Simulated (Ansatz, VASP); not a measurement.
# K in VASP and in Ansatz

Contents of INCAR:

```
SYSTEM = K
ALGO     = Fast           ! electronic algorithm
EDIFF    = 1E-6           ! SCF threshold, eV
ENCUT    = 520            ! plane-wave cutoff, eV
GGA      = PS             ! functional
ISIF     = 2              ! what is computed and relaxed
ISMEAR   = 0              ! smearing method
LASPH    = .TRUE.         ! aspherical terms in the spheres
LCHARG   = .TRUE.         ! write CHGCAR
LELF     = .TRUE.         ! ELF
LREAL    = .FALSE.        ! projectors in reciprocal space
LVHAR    = .TRUE.       
LWAVE    = .FALSE.        ! write WAVECAR
NBANDS   = 10             ! bands
NELM     = 60             ! most SCF steps
PREC     = Accurate       ! precision mode
SIGMA    = 0.15           ! smearing width, eV
```

File KPOINTS:

```
k-points
0
G
  14 14 14
  0 0 0
```

The input POSCAR:

```
K
1.0
   -2.5525500000      2.5525500000      2.7489000000
    2.5525500000     -2.5525500000      2.7489000000
    2.5525500000      2.5525500000     -2.7489000000
K
1
Direct
    0.0000000000      0.0000000000      0.0000000000
```

Input for Ansatz:

```yaml
crystal:
  lattice:
    - [-2.55255, 2.55255, 2.7489]
    - [2.55255, -2.55255, 2.7489]
    - [2.55255, 2.55255, -2.7489]
  atoms:
    - { symbol: K, position: [0.0, 0.0, 0.0] }
basis:
  ecutwfc: 420
kpoints:
  mp_grid: { grid: [14, 14, 14] }
hamiltonian:
  xc: pbesol
scf:
  occupations: { method: gaussian, width: 0.15 }
output:
  forces: true
  stress: true
  eigenvalues: true
```

Change from the starting cell: strain -0.025 along x and y, +0.050 along z, atoms carried along.

Alike in both runs: task single point; functional PBEsol; k mesh 14 × 14 × 14; occupations gaussian, width 0.15 eV; no spin polarisation.

|  | VASP | Ansatz |
| --- | --- | --- |
| version | VASP 6.6.1 | Ansatz 0.2.0 |
| potentials or method | VASP PAW PBE potentials, release 64 (K_sv), cutoff 520 eV | scalar-relativistic, plane waves, PAW |
| valence electrons in the cell | 9 | 9 |

```tsv
	VASP	Ansatz	Ansatz less VASP
gap on the k mesh at the Fermi level (eV)	none	none	-
pressure (GPa)	0.0	0.0	+0.01
```

VASP's potentials were made for PBE, not for PBEsol. A gap of «none» marks a metal or a gap that the smearing closes.
